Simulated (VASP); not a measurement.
# TlSnH3 (F-43m) in VASP: notebook

TlSnH3 is run at these levels: PBE; tasks: single point, relaxation of cell and atoms.

Program: VASP 6.6.1. These are calculated values, not measurements. Logs are shortened: lines on timing, memory, paths and dates and some standing lists are left out, and cuts for length are marked.

**1. The cell of the first run**

Symmetry: F-43m, No. 216, cubic system. The conventional cell has a = 8.671 Å, b = 8.671 Å, c = 8.671 Å, α = 90.00°, β = 90.00°, γ = 90.00°. Tl (site symmetry -43m) has 12 H at 3.08 Å and 4 Tl at 3.75 Å and 4 Sn at 3.75 Å within 4.0 Å. Within 3.2 Å of Tl (site symmetry -43m) lie 6 H at 2.41 Å. Within 2.5 Å of Sn (site symmetry -43m) lie 6 H at 1.92 Å. Within 4.0 Å of Sn (site symmetry -43m) lie 12 H at 3.08 Å and 4 Tl at 3.75 Å and 4 Sn at 3.75 Å. Within 2.5 Å of H (site symmetry 2mm) lie 1 Sn at 1.92 Å and 1 Tl at 2.41 Å.

The cell was generated, and may not be a known phase.

**2. Single point, PBE**

File INCAR:

```
PREC = Accurate
ENCUT = 520
EDIFF = 1E-6
ISMEAR = 0
SIGMA = 0.1
LREAL = False
LASPH = True
NELM = 100
ALGO = Normal
ISIF = 2
LWAVE = False
LCHARG = True
GGA = PE
LELF = True
LVHAR = True
NBANDS = 41
```

File KPOINTS:

```
Automatic mesh
0
Gamma
  4 4 4
```

File POSCAR:

```
TlSnH3
1.0
    0.0000000000      4.3352876776      4.3352876776
    4.3352876776      0.0000000000      4.3352876776
    4.3352876776      4.3352876776      0.0000000000
Tl Sn H
2 2 6
Direct
    0.0000000000      0.0000000000      0.0000000000
    0.2500000000      0.2500000000      0.2500000000
    0.7500000000      0.7500000000      0.7500000000
    0.5000000000      0.5000000000      0.5000000000
    0.5282099472      0.9717900528      0.9717900528
    0.9717900528      0.5282099472      0.5282099472
    0.9717900528      0.5282099472      0.9717900528
    0.5282099472      0.9717900528      0.5282099472
    0.9717900528      0.9717900528      0.5282099472
    0.5282099472      0.5282099472      0.9717900528
```

Potentials or basis: VASP PAW PBE potentials, release 64 (Tl_d, Sn_d, H).

Command:

```bash
$ cat potpaw_PBE.64/Tl_d/POTCAR potpaw_PBE.64/Sn_d/POTCAR potpaw_PBE.64/H/POTCAR > POTCAR
$ mpirun -np 1 vasp_std > vasp.out
```

OUTCAR:

```text
PREC = Accurate
   ENCUT = 520
   EDIFF = 1E-6
   ISMEAR = 0
   LREAL = False
   LASPH = True
   NELM = 100
   ISIF = 2
   GGA = PE

 ion  position               nearest neighbor table
   1  0.000  0.000  0.000-   3 3.75   3 3.75   3 3.75   2 3.75   3 3.75   2 3.75   2 3.75   2 3.75

   2  0.250  0.250  0.250-   5 2.41   6 2.41   7 2.41   8 2.41   9 2.41  10 2.41   1 3.75   1 3.75
                             1 3.75   4 3.75   1 3.75   4 3.75   4 3.75   4 3.75
   3  0.750  0.750  0.750-   5 1.92   6 1.92   7 1.92   8 1.92   9 1.92  10 1.92   4 3.75   4 3.75
                             1 3.75   4 3.75   4 3.75   1 3.75   1 3.75   1 3.75
   4  0.500  0.500  0.500-   2 3.75   2 3.75   2 3.75   2 3.75   3 3.75   3 3.75   3 3.75   3 3.75

   5  0.528  0.972  0.972-   3 1.92   2 2.41
   6  0.972  0.528  0.528-   3 1.92   2 2.41
   7  0.972  0.528  0.972-   3 1.92   2 2.41
   8  0.528  0.972  0.528-   3 1.92   2 2.41
   9  0.972  0.972  0.528-   3 1.92   2 2.41
  10  0.528  0.528  0.972-   3 1.92   2 2.41

  LATTYP: Found a face centered cubic cell.
 ALAT       =     8.6705753552

  Lattice vectors:

 A1 = (   0.0000000000,   4.3352876776,   4.3352876776)
 A2 = (   4.3352876776,   0.0000000000,   4.3352876776)
 A3 = (   4.3352876776,   4.3352876776,   0.0000000000)

Analysis of symmetry for initial positions (statically):
=====================================================================
 Subroutine PRICEL returns:
 Original cell was already a primitive cell.

 Routine SETGRP: Setting up the symmetry group for a
 face centered cubic supercell.

 Subroutine GETGRP returns: Found 24 space group operations
 (whereof 24 operations were pure point group operations)
 out of a pool of 48 trial point group operations.

The static configuration has the point symmetry T_d .

Analysis of symmetry for dynamics (positions and initial velocities):
=====================================================================
 Subroutine PRICEL returns:
 Original cell was already a primitive cell.

 Routine SETGRP: Setting up the symmetry group for a
 face centered cubic supercell.

 Subroutine GETGRP returns: Found 24 space group operations
 (whereof 24 operations were pure point group operations)
 out of a pool of 48 trial point group operations.

The dynamic configuration has the point symmetry T_d .

 Subroutine INISYM returns: Found 24 space group operations
 (whereof 24 operations are pure point group operations),
 and found     1 'primitive' translations

----------------------------------------------------------------------------------------

                                     Primitive cell

  volume of cell :     162.9610

  direct lattice vectors                    reciprocal lattice vectors
     0.000000000  4.335287678  4.335287678    -0.115332600  0.115332600  0.115332600
     4.335287678  0.000000000  4.335287678     0.115332600 -0.115332600  0.115332600
     4.335287678  4.335287678  0.000000000     0.115332600  0.115332600 -0.115332600

  length of vectors
     6.131022630  6.131022630  6.131022630     0.199761923  0.199761923  0.199761923

  position of ions in fractional coordinates (direct lattice)
     0.000000000  0.000000000  0.000000000
     0.250000000  0.250000000  0.250000000
     0.750000000  0.750000000  0.750000000
     0.500000000  0.500000000  0.500000000
     0.528209947  0.971790053  0.971790053
     0.971790053  0.528209947  0.528209947
     0.971790053  0.528209947  0.971790053
     0.528209947  0.971790053  0.528209947
     0.971790053  0.971790053  0.528209947
     0.528209947  0.528209947  0.971790053

  ion indices of the primitive-cell ions
   primitive index   ion index
                 1           1
                 2           2
                 3           3
                 4           4
                 5           5
                 6           6
                 7           7
                 8           8
                 9           9
                10          10

----------------------------------------------------------------------------------------

 KPOINTS: Automatic mesh

Automatic generation of k-mesh.
 Grid dimensions read from file:
 generate k-points for:    4    4    4

 Generating k-lattice:

  Cartesian coordinates                     Fractional coordinates (reciprocal lattice)
    -0.028833150  0.028833150  0.028833150     0.250000000  0.000000000  0.000000000
     0.028833150 -0.028833150  0.028833150     0.000000000  0.250000000  0.000000000
     0.028833150  0.028833150 -0.028833150     0.000000000  0.000000000  0.250000000

  Length of vectors
     0.049940481  0.049940481  0.049940481

  Shift w.r.t. Gamma in fractional coordinates (k-lattice)
     0.000000000  0.000000000  0.000000000

 Subroutine IBZKPT returns following result:
 ===========================================

 Found      8 irreducible k-points:

 Following reciprocal coordinates:
            Coordinates               Weight
  0.000000  0.000000  0.000000      1.000000
  0.250000  0.000000  0.000000      8.000000
  0.500000  0.000000  0.000000      4.000000
  0.250000  0.250000  0.000000      6.000000
  0.500000  0.250000  0.000000     24.000000
 -0.250000  0.250000  0.000000     12.000000
  0.500000  0.500000  0.000000      3.000000
 -0.250000  0.500000  0.250000      6.000000
   k-points           NKPTS =      8   k-points in BZ     NKDIM =      8   number of bands    NBANDS=     41
   number of dos      NEDOS =    301   number of ions     NIONS =     10
   total plane-waves  NPLWV = 110592
   dimension x,y,z NGX =    48 NGY =   48 NGZ =   48
   dimension x,y,z NGXF=    96 NGYF=   96 NGZF=   96
   ions per type =               2   2   6
   NGX,Y,Z   is equivalent  to a cutoff of  13.02, 13.02, 13.02 a.u.
   NGXF,Y,Z  is equivalent  to a cutoff of  26.03, 26.03, 26.03 a.u.
 SYSTEM =  unknown system
   PREC   = accura    normal or accurate (medium, high low for compatibility)
   ISTART =      0    job   : 0-new  1-cont  2-samecut
   ICHARG =      2    charge: 1-file 2-atom 10-const
   ISPIN  =      1    spin polarized calculation?
   LNONCOLLINEAR =      F non collinear calculations
   LSORBIT =      F    spin-orbit coupling
   LASPH  =      T    aspherical Exc in radial PAW
   ENCUT  =  520.0 eV  38.22 Ry    6.18 a.u.  11.40 11.40 11.40*2*pi/ulx,y,z
   NELM   =    100;   NELMIN=  2; NELMDL= -5     # of ELM steps
   EDIFF  = 0.1E-05   stopping-criterion for ELM
   LREAL  =      F    real-space projection
   EDIFFG = 0.1E-04   stopping-criterion for IOM
   NSW    =      0    number of steps for IOM
   IBRION =     -1    ionic relax: 0-MD 1-quasi-New 2-CG
   NFREE  =      0    steps in history (QN), initial steepest desc. (CG)
   ISIF   =      2    stress and relaxation
   ISYM   =      2    0-nonsym 1-usesym 2-fastsym
   POTIM  = 0.5000    time-step for ionic-motion
   TEBEG  =    0.0;   TEEND  =   0.0 temperature during run
   PSTRESS=    0.0 pullay stress
   NELECT =      60.0000    total number of electrons
   NUPDOWN=      -1.0000    fix difference up-down
   EMIN   =  10.00;   EMAX   =-10.00  energy-range for DOS
   EFERMI =   0.00;   METHOD = LEGACY
   ISMEAR =     0;   SIGMA  =   0.10  broadening in eV -4-tet -1-fermi 0-gaus
   EFERMI_NEDOS =   21; number of points for ismear=-14 and -15
   IALGO  =     38    algorithm
   IMIX   =      4    mixing-type and parameters
     AMIX     =   0.40;   BMIX     =  1.00
     AMIX_MAG =   1.60;   BMIX_MAG =  1.00
  volume/ion in A,a.u.               =      16.30       109.97
  Fermi-wavevector in a.u.,A,eV,Ry     =   1.173358  2.217326 18.732090  1.376770
  Thomas-Fermi vector in A             =   2.309773
   LORBIT       =      0    0 simple, 1 ext, 2 COOP (PROOUT), +10 PAW based schemes
   GGA     = PE    functional components
   LHFCALC =     F    Hartree Fock is set to
   AEXX    =    0.0000 exact exchange contribution
   IVDW    =     0    specifies the selected vdW correction
   LEPSILON=     F    determine dielectric tensor
   LRPA    =     F    only Hartree local field effects (RPA)
 non-spin polarized calculation
 Gauss-broadening in eV      SIGMA  =   0.10
  energy-cutoff  :      520.00
  volume of cell :      162.96
 maximum number of plane-waves:      4398
 NGX is ok and might be reduce to    48
   NGX = 23   NGY = 23   NGZ = 23

 number of electron      60.0000001 magnetization

 Free energy of the ion-electron system (eV)
  ---------------------------------------------------
  ext. energy  EPLUGINS =         0.00000000
  ---------------------------------------------------
  free energy    TOTEN  =       -27.37211016 eV

  energy without entropy =      -27.35677264  energy(sigma->0) =      -27.36444140

 E-fermi :   4.6317     XC(G=0):  -9.1998

 val. band max:        4.6278119758   @ k =  -0.2500   0.5000   0.2500
 cond. band min:       4.6965783879   @ k =  -0.2500   0.2500   0.0000
 fundamental gap:      0.0687664121
 Fermi energy:         4.6316810413

 k-point     1 :       0.0000    0.0000    0.0000
  band No.  band energies     occupation
      1     -17.6282      2.00000
      2     -17.6282      2.00000
      3     -17.6282      2.00000
      4     -17.6272      2.00000
      5     -17.6272      2.00000
      6     -16.8473      2.00000
[... 33 lines left out ...]
     40      12.6926      0.00000
     41      12.6926      0.00000

 k-point     2 :       0.2500    0.0000    0.0000
  band No.  band energies     occupation
      1     -17.6282      2.00000
      2     -17.6282      2.00000
      3     -17.6282      2.00000
      4     -17.6271      2.00000
      5     -17.6271      2.00000
      6     -16.8474      2.00000
[... 253 lines left out ...]
     40      10.1060      0.00000
     41      10.3683      0.00000

 k-point     8 :      -0.2500    0.5000    0.2500
  band No.  band energies     occupation
      1     -17.6283      2.00000
      2     -17.6280      2.00000
      3     -17.6280      2.00000
      4     -17.6271      2.00000
      5     -17.6269      2.00000
      6     -16.8476      2.00000
[... 33 lines left out ...]
     40      10.6888      0.00000
     41      11.1008      0.00000

------------------------ aborting loop because EDIFF is reached ----------------------------------------

  FORCE on cell =-STRESS in cart. coord.  units (eV):
  Direction    XX          YY          ZZ          XY          YZ          ZX
  --------------------------------------------------------------------------------------
  -------------------------------------------------------------------------------------
  Total       -0.0695251     -0.0695251     -0.0695251     -0.0000000     -0.0000000      0.0000000
  in kB       -0.6835475     -0.6835475     -0.6835475     -0.0000000     -0.0000000      0.0000000
  external PRESSURE =      -0.6835475 kB  Pullay stress =       0.0000000 kB

 VOLUME and BASIS-vectors are now :
 -----------------------------------------------------------------------------
  energy-cutoff  :      520.00
  volume of cell :      162.96
      direct lattice vectors                 reciprocal lattice vectors
     0.000000000  4.335287678  4.335287678    -0.115332600  0.115332600  0.115332600
     4.335287678  0.000000000  4.335287678     0.115332600 -0.115332600  0.115332600
     4.335287678  4.335287678  0.000000000     0.115332600  0.115332600 -0.115332600

 POSITION                                       TOTAL-FORCE (eV/Angst)
 -----------------------------------------------------------------------------------
      0.00000      0.00000      0.00000        -0.000000      0.000000     -0.000000
      2.16764      2.16764      2.16764        -0.000000      0.000000      0.000000
      6.50293      6.50293      6.50293        -0.000000      0.000000      0.000000
      4.33529      4.33529      4.33529        -0.000000      0.000000      0.000000
      8.42598      6.50293      6.50293        -0.000475      0.000000      0.000000
      4.57988      6.50293      6.50293         0.000475      0.000000      0.000000
      6.50293      8.42598      6.50293        -0.000000     -0.000475      0.000000
      6.50293      4.57988      6.50293        -0.000000      0.000475      0.000000
      6.50293      6.50293      8.42598        -0.000000      0.000000     -0.000475
      6.50293      6.50293      4.57988        -0.000000      0.000000      0.000475
 -----------------------------------------------------------------------------------
    total drift:                               -0.000000     -0.000000      0.000000

  FREE ENERGIE OF THE ION-ELECTRON SYSTEM (eV)
  ---------------------------------------------------
  free  energy   TOTEN  =       -27.3721101613 eV

  energy  without entropy=      -27.3567726401  energy(sigma->0) =      -27.36444140
```

Run time: 35 s. Hardware: 1 thread of Intel Xeon 6975P-C (Granite Rapids), shared host; peak memory 0.33 GiB.

What came out:

```
Free energy            : -27.3721 eV
Pressure               : -0.1 GPa
Band gap on the k mesh : zero (bands 30 and 31 overlap by 1.63 eV)
```

Levels at points of the mesh, in eV from the Fermi level:
```tsv
k point	band 26	band 27	band 28	band 29	band 30	band 31	band 32	band 33	band 34	band 35
(0.00, 0.00, 0.00)	-4.87	-4.34	-1.82	-1.82	-0.96	-0.96	-0.96	0.25	0.25	0.25
(0.50, 0.00, 0.00)	-4.66	-3.32	-3.32	-2.38	-0.14	0.45	0.45	1.65	1.65	2.25
(0.50, 0.50, 0.00)	-5.55	-3.29	-1.67	-0.08	0.67	0.67	0.84	2.05	2.05	2.85
```

Caveat: spin-orbit coupling is left out, which moves the levels of the heavy elements.

**3. Single point, PBE**

Edit INCAR of step 2 so:

```diff
@@ -8,3 +8,3 @@
 NELM = 100
-ALGO = Normal
+ALGO = Fast
 ISIF = 2
```

KPOINTS is that of step 2.

POSCAR is that of step 2.

Potentials or basis: VASP PAW PBE potentials, release 64 (Tl_d, Sn_d, H).

Command:

```bash
$ cat potpaw_PBE.64/Tl_d/POTCAR potpaw_PBE.64/Sn_d/POTCAR potpaw_PBE.64/H/POTCAR > POTCAR
$ mpirun -np 1 vasp_std > vasp.out
```

It took 74 s on 1 thread of Oxide Virtual Turin-like, shared host; peak memory 0.31 GiB.

Results (log left out):

| Property | Result |
| --- | --- |
| Free energy | -27.3721 eV |
| Pressure | -0.1 GPa |
| Band gap on the k mesh | zero (bands 30 and 31 overlap by 1.63 eV) |

Levels at points of the mesh, in eV from the Fermi level:
```csv
k point,band 26,band 27,band 28,band 29,band 30,band 31,band 32,band 33,band 34,band 35
"(0.00, 0.00, 0.00)",-4.87,-4.34,-1.82,-1.82,-0.96,-0.96,-0.96,0.25,0.25,0.25
"(0.50, 0.00, 0.00)",-4.66,-3.32,-3.32,-2.38,-0.14,0.45,0.45,1.65,1.65,2.25
"(0.50, 0.50, 0.00)",-5.55,-3.29,-1.67,-0.08,0.67,0.67,0.84,2.05,2.05,2.85
```

Caveat: spin-orbit coupling is left out, which moves the levels of the heavy elements.

[end of part 1 of 2]

The gap in the log of VASP goes by the Fermi energy; the results here count the filled bands.